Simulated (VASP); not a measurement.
# W (Fm-3m) in VASP: settings compared

The runs below take W through single point, with LDA, PBEsol.

Program: VASP 6.6.1. These are calculated values, not measurements. Logs are shortened: lines on timing, memory, paths and dates and some standing lists are left out, and cuts for length are marked.

### 1 The cell of the first run

The structure is cubic, space group Fm-3m (No. 225). The conventional cell has a = 4.005 Å, b = 4.005 Å, c = 4.005 Å, α = 90.00°, β = 90.00°, γ = 90.00°. W (site symmetry m-3m) has 12 W at 2.83 Å within 3.7 Å.

### 2 Single point, LDA

INCAR reads:

```
PREC = Accurate
ENCUT = 520
EDIFF = 1E-7
ISMEAR = -1
SIGMA = 0.05
LREAL = F
LASPH = T
NELM = 100
ALGO = Normal
ISIF = 2
LWAVE = F
LCHARG = F
GGA = CA
NBANDS = 13
```

KPOINTS reads:

```
Automatic mesh
0
Gamma
  11 11 11
```

POSCAR reads:

```
W
1.0
    0.0000000000      2.0025642044      2.0025642044
    2.0025642044      0.0000000000      2.0025642044
    2.0025642044      2.0025642044      0.0000000000
W
1
Direct
    0.0000000000      0.0000000000      0.0000000000
```

Potentials or basis: VASP PAW LDA potentials, release 64 (W_sv).

Run with:

```sh
$ cat potpaw_LDA.64/W_sv/POTCAR > POTCAR
$ mpirun -np 1 vasp_std > vasp.out
```

OUTCAR:

```text
PREC = Accurate
   ENCUT = 520
   EDIFF = 1E-7
   ISMEAR = -1
   LREAL = F
   LASPH = T
   NELM = 100
   ISIF = 2
   GGA = CA

 ion  position               nearest neighbor table
   1  0.000  0.000  0.000-

  LATTYP: Found a face centered cubic cell.
 ALAT       =     4.0051284088

  Lattice vectors:

 A1 = (   0.0000000000,   2.0025642044,   2.0025642044)
 A2 = (   2.0025642044,   0.0000000000,   2.0025642044)
 A3 = (   2.0025642044,   2.0025642044,   0.0000000000)

Analysis of symmetry for initial positions (statically):
=====================================================================
 Subroutine PRICEL returns:
 Original cell was already a primitive cell.

 Routine SETGRP: Setting up the symmetry group for a
 face centered cubic supercell.

 Subroutine GETGRP returns: Found 48 space group operations
 (whereof 48 operations were pure point group operations)
 out of a pool of 48 trial point group operations.

The static configuration has the point symmetry O_h .

Analysis of symmetry for dynamics (positions and initial velocities):
=====================================================================
 Subroutine PRICEL returns:
 Original cell was already a primitive cell.

 Routine SETGRP: Setting up the symmetry group for a
 face centered cubic supercell.

 Subroutine GETGRP returns: Found 48 space group operations
 (whereof 48 operations were pure point group operations)
 out of a pool of 48 trial point group operations.

The dynamic configuration has the point symmetry O_h .

 Subroutine INISYM returns: Found 48 space group operations
 (whereof 48 operations are pure point group operations),
 and found     1 'primitive' translations

----------------------------------------------------------------------------------------

                                     Primitive cell

  volume of cell :      16.0616

  direct lattice vectors                    reciprocal lattice vectors
     0.000000000  2.002564204  2.002564204    -0.249679885  0.249679885  0.249679885
     2.002564204  0.000000000  2.002564204     0.249679885 -0.249679885  0.249679885
     2.002564204  2.002564204  0.000000000     0.249679885  0.249679885 -0.249679885

  length of vectors
     2.832053457  2.832053457  2.832053457     0.432458246  0.432458246  0.432458246

  position of ions in fractional coordinates (direct lattice)
     0.000000000  0.000000000  0.000000000

  ion indices of the primitive-cell ions
   primitive index   ion index
                 1           1

----------------------------------------------------------------------------------------

 KPOINTS: Automatic mesh

Automatic generation of k-mesh.
 Grid dimensions read from file:
 generate k-points for:   11   11   11

 Generating k-lattice:

  Cartesian coordinates                     Fractional coordinates (reciprocal lattice)
    -0.022698171  0.022698171  0.022698171     0.090909091  0.000000000  0.000000000
     0.022698171 -0.022698171  0.022698171     0.000000000  0.090909091  0.000000000
     0.022698171  0.022698171 -0.022698171     0.000000000  0.000000000  0.090909091

  Length of vectors
     0.039314386  0.039314386  0.039314386

  Shift w.r.t. Gamma in fractional coordinates (k-lattice)
     0.000000000  0.000000000  0.000000000

 Subroutine IBZKPT returns following result:
 ===========================================

 Found     56 irreducible k-points:

 Following reciprocal coordinates:
            Coordinates               Weight
  0.000000  0.000000  0.000000      1.000000
  0.090909  0.000000  0.000000      8.000000
  0.181818  0.000000  0.000000      8.000000
  0.272727  0.000000  0.000000      8.000000
  0.363636  0.000000  0.000000      8.000000
  0.454545  0.000000  0.000000      8.000000
[... 16 lines left out ...]
 -0.272727  0.181818  0.000000     24.000000
 -0.181818  0.181818  0.000000     12.000000
 [... further k-points ...]
   k-points           NKPTS =     56   k-points in BZ     NKDIM =     56   number of bands    NBANDS=     13
   number of dos      NEDOS =    301   number of ions     NIONS =      1
   total plane-waves  NPLWV =  13824
   dimension x,y,z NGX =    24 NGY =   24 NGZ =   24
   dimension x,y,z NGXF=    48 NGYF=   48 NGZF=   48
   ions per type =               1
   NGX,Y,Z   is equivalent  to a cutoff of  14.09, 14.09, 14.09 a.u.
   NGXF,Y,Z  is equivalent  to a cutoff of  28.18, 28.18, 28.18 a.u.
 SYSTEM =  unknown system
   PREC   = accura    normal or accurate (medium, high low for compatibility)
   ISTART =      0    job   : 0-new  1-cont  2-samecut
   ICHARG =      2    charge: 1-file 2-atom 10-const
   ISPIN  =      1    spin polarized calculation?
   LNONCOLLINEAR =      F non collinear calculations
   LSORBIT =      F    spin-orbit coupling
   LASPH  =      T    aspherical Exc in radial PAW
   ENCUT  =  520.0 eV  38.22 Ry    6.18 a.u.   5.27  5.27  5.27*2*pi/ulx,y,z
   NELM   =    100;   NELMIN=  2; NELMDL= -5     # of ELM steps
   EDIFF  = 0.1E-06   stopping-criterion for ELM
   LREAL  =      F    real-space projection
   EDIFFG = 0.1E-05   stopping-criterion for IOM
   NSW    =      0    number of steps for IOM
   IBRION =     -1    ionic relax: 0-MD 1-quasi-New 2-CG
   NFREE  =      0    steps in history (QN), initial steepest desc. (CG)
   ISIF   =      2    stress and relaxation
   ISYM   =      2    0-nonsym 1-usesym 2-fastsym
   POTIM  = 0.5000    time-step for ionic-motion
   TEBEG  =    0.0;   TEEND  =   0.0 temperature during run
   PSTRESS=    0.0 pullay stress
   NELECT =      14.0000    total number of electrons
   NUPDOWN=      -1.0000    fix difference up-down
   EMIN   =  10.00;   EMAX   =-10.00  energy-range for DOS
   EFERMI =   0.00;   METHOD = LEGACY
   ISMEAR =    -1;   SIGMA  =   0.05  broadening in eV -4-tet -1-fermi 0-gaus
   EFERMI_NEDOS =   21; number of points for ismear=-14 and -15
   IALGO  =     38    algorithm
   IMIX   =      4    mixing-type and parameters
     AMIX     =   0.40;   BMIX     =  1.00
     AMIX_MAG =   1.60;   BMIX_MAG =  1.00
  volume/ion in A,a.u.               =      16.06       108.39
  Fermi-wavevector in a.u.,A,eV,Ry     =   1.563823  2.955198 33.273644  2.445544
  Thomas-Fermi vector in A             =   2.666538
   LORBIT       =      0    0 simple, 1 ext, 2 COOP (PROOUT), +10 PAW based schemes
   GGA     = CA    functional components
   LHFCALC =     F    Hartree Fock is set to
   AEXX    =    0.0000 exact exchange contribution
   IVDW    =     0    specifies the selected vdW correction
   LEPSILON=     F    determine dielectric tensor
   LRPA    =     F    only Hartree local field effects (RPA)
 non-spin polarized calculation
  energy-cutoff  :      520.00
  volume of cell :       16.06
 maximum number of plane-waves:       444
 NGX is ok and might be reduce to    24
   NGX = 11   NGY = 11   NGZ = 11

 number of electron      14.0000000 magnetization

 Free energy of the ion-electron system (eV)
  ---------------------------------------------------
  ext. energy  EPLUGINS =         0.00000000
  ---------------------------------------------------
  free energy    TOTEN  =       -13.61772300 eV

  energy without entropy =      -13.60917130  energy(sigma->0) =      -13.61344715

 E-fermi :  10.6074     XC(G=0): -13.7471

 val. band max:       10.5478787514   @ k =  -0.2727   0.0909   0.0000
 cond. band min:      10.6297894317   @ k =   0.1818   0.0909   0.0000
 fundamental gap:      0.0819106803
 Fermi energy:        10.6074358241

 k-point     1 :       0.0000    0.0000    0.0000
  band No.  band energies     occupation
      1     -62.5492      2.00000
      2     -26.3956      2.00000
      3     -26.3956      2.00000
      4     -26.3956      2.00000
      5       1.6443      2.00000
      6      10.0363      1.99998
      7      10.0363      1.99998
      8      10.0363      1.99998
      9      13.2188      0.00000
     10      13.2188      0.00000
     11      23.5599      0.00000
     12      28.8139      0.00000
     13      28.8139      0.00000

 k-point     2 :       0.0909    0.0000    0.0000
  band No.  band energies     occupation
      1     -62.5398      2.00000
      2     -26.5023      2.00000
      3     -26.4092      2.00000
      4     -26.4092      2.00000
      5       2.0140      2.00000
      6       9.7661      2.00000
      7      10.2034      1.99938
      8      10.2034      1.99938
      9      13.0713      0.00000
     10      13.0713      0.00000
     11      24.2828      0.00000
     12      27.4850      0.00000
     13      29.5073      0.00000

 k-point     3 :       0.1818    0.0000    0.0000
  band No.  band energies     occupation
      1     -62.5142      2.00000
      2     -26.7817      2.00000
      3     -26.4453      2.00000
      4     -26.4453      2.00000
      5       3.0014      2.00000
      6       9.2443      2.00000
      7      10.4958      1.80633
      8      10.4958      1.80633
      9      12.9545      0.00000
     10      12.9545      0.00000
     11      24.9846      0.00000
     12      26.6523      0.00000
     13      31.4214      0.00000
[... 305 lines left out ...]
 k-point    23 :      -0.2727    0.1818    0.0000
  band No.  band energies     occupation
      1     -62.4405      2.00000
      2     -27.3046      2.00000
      3     -26.8030      2.00000
      4     -26.5346      2.00000
      5       5.9351      2.00000
      6       8.7100      2.00000
      7       9.2235      2.00000
      8      11.0900      0.00013
      9      12.9040      0.00000
     10      16.7530      0.00000
     11      23.8660      0.00000
     12      27.0723      0.00000
     13      28.8138      0.00000

 k-point    24 :      -0.1818    0.1818    0.0000
  band No.  band energies     occupation
      1     -62.4692      2.00000
      2     -27.1004      2.00000
      3     -26.6918      2.00000
      4     -26.4799      2.00000
      5       4.8796      2.00000
      6       8.5009      2.00000
      7       9.9492      2.00000
      8      11.5572      0.00000
      9      11.6532      0.00000
     10      15.2621      0.00000
     11      25.1974      0.00000
     12      28.7605      0.00000
     13      29.6444      0.00000

 [... further k-points ...]
[... 5 lines left out ...]
  --------------------------------------------------------------------------------------
  -------------------------------------------------------------------------------------
  Total       -0.4950544     -0.4950544     -0.4950544     -0.0000000     -0.0000000     -0.0000000
  in kB      -49.3826247    -49.3826247    -49.3826247     -0.0000000     -0.0000000     -0.0000000
  external PRESSURE =     -49.3826247 kB  Pullay stress =       0.0000000 kB

 VOLUME and BASIS-vectors are now :
 -----------------------------------------------------------------------------
  energy-cutoff  :      520.00
  volume of cell :       16.06
      direct lattice vectors                 reciprocal lattice vectors
     0.000000000  2.002564204  2.002564204    -0.249679885  0.249679885  0.249679885
     2.002564204  0.000000000  2.002564204     0.249679885 -0.249679885  0.249679885
     2.002564204  2.002564204  0.000000000     0.249679885  0.249679885 -0.249679885

 POSITION                                       TOTAL-FORCE (eV/Angst)
 -----------------------------------------------------------------------------------
      0.00000      0.00000      0.00000         0.000000      0.000000      0.000000
 -----------------------------------------------------------------------------------
    total drift:                               -0.000000     -0.000000     -0.000000

  FREE ENERGIE OF THE ION-ELECTRON SYSTEM (eV)
  ---------------------------------------------------
  free  energy   TOTEN  =       -13.6177230006 eV

  energy  without entropy=      -13.6091712952  energy(sigma->0) =      -13.61344715
```

Run time: 4.8 s. Hardware: 1 thread of AMD EPYC 9R45 (Zen 5), shared host; peak memory 0.1 GiB.

Results:

* Free energy: -13.6177 eV
* Pressure: -4.9 GPa
* Band gap on the k mesh: zero (band 7 reaches 13.57 eV, above the bottom of band 8 at 10.04 eV)

Caveat: spin-orbit coupling is left out, which moves the levels of the heavy elements.

### 3 Single point, LDA

This run uses another cell than the first one, of 16.40 Å³/atom, 1.021 times its volume.

INCAR reads:

```
PREC = Accurate
ENCUT = 520
EDIFF = 1E-6
ISMEAR = -1
SIGMA = 0.05
LREAL = False
LASPH = True
NELM = 80
ALGO = Normal
ISIF = 2
LWAVE = False
LCHARG = True
LELF = True
LVHAR = True
NBANDS = 13
```

KPOINTS reads:

```
regular mesh
0
Gamma
  11 11 11
```

POSCAR reads:

```
W
1.0
    0.0000000000      2.0163754284      2.0163754284
    2.0163754284      0.0000000000      2.0163754284
    2.0163754284      2.0163754284      0.0000000000
W
1
Direct
    0.0000000000      0.0000000000      0.0000000000
```

Potentials or basis: VASP PAW LDA potentials, release 64 (W_sv).

Run with:

```sh
$ cat potpaw_LDA.64/W_sv/POTCAR > POTCAR
$ mpirun -np 1 vasp_std > vasp.out
```

It took 5.1 s on 1 thread of AMD EPYC 9R45 (Zen 5), shared host; peak memory 0.1 GiB.

The run converged. Its results:

```
Free energy            : -13.6013 eV
Pressure               : -10.9 GPa
Band gap on the k mesh : zero (band 7 reaches 13.16 eV, above the bottom of band 8 at 9.77 eV)
```

Levels at points of the mesh, in eV from the Fermi level:
```tsv
k point	band 4	band 5	band 6	band 7	band 8	band 9	band 10	band 11
(0.00, 0.00, 0.00)	-37.08	-8.87	-0.56	-0.56	-0.56	2.53	2.53	12.92
```

Caveat: spin-orbit coupling is left out, which moves the levels of the heavy elements.

### 4 Single point, PBEsol

This run uses another cell than the first one, of 16.40 Å³/atom, 1.021 times its volume.

INCAR reads:

```
ALGO = Normal
EDIFF = 1E-6
ENCUT = 520
GGA = PS
ISIF = 2
ISMEAR = -1
LASPH = T
LCHARG = F
LREAL = F
LWAVE = F
NBANDS = 13
NELM = 60
PREC = Accurate
SIGMA = 0.05
```

KPOINTS reads:

```
k-points
0
Gamma
  11 11 11
```

POSCAR is that of step 3.

Potentials or basis: VASP PAW PBE potentials, release 64 (W_sv).

Run with:

```sh
$ cat potpaw_PBE.64/W_sv/POTCAR > POTCAR
$ mpirun -np 1 vasp_std > vasp.out
```

It took 4.9 s on 1 thread of AMD EPYC 9R45 (Zen 5), shared host; peak memory 0.11 GiB.

Results (log left out):

* Free energy: -13.3152 eV
* Pressure: -6.8 GPa
* Band gap on the k mesh: zero (band 7 reaches 13.01 eV, above the bottom of band 8 at 9.77 eV)

Levels at points of the mesh, in eV from the Fermi level:
| k point | band 5 | band 6 | band 7 | band 8 | band 9 | band 10 |
| --- | --- | --- | --- | --- | --- | --- |
| (0.00, 0.00, 0.00) | -9.00 | -0.55 | -0.55 | -0.55 | 2.56 | 2.56 |

Caveat: the PAW data sets were made with another functional, which shifts forces and pressure a little; spin-orbit coupling is left out, which moves the levels of the heavy elements.

### 5 Summary

```csv
level,potentials or basis,cell,gap on the mesh (eV),pressure (GPa)
LDA,"VASP PAW LDA potentials, release 64 (W_sv)","a = 2.832 Å, angles 60.0°, 1 atom",none,-4.9
LDA,"VASP PAW LDA potentials, release 64 (W_sv)","a = 2.852 Å, angles 60.0°, 1 atom",none,-10.9
PBEsol,"VASP PAW PBE potentials, release 64 (W_sv)","a = 2.852 Å, angles 60.0°, 1 atom",none,-6.8
```

Alike in all rows: task single point; no spin polarisation; k mesh 11 × 11 × 11; cutoff (eV) 520; smearing fermi-dirac 0.05 eV.

Caveats: spin-orbit coupling is left out, which moves the levels of the heavy elements; the PAW data sets were made with another functional, which shifts forces and pressure a little (some runs).

Absolute energies hang on the potentials; compare differences alone.
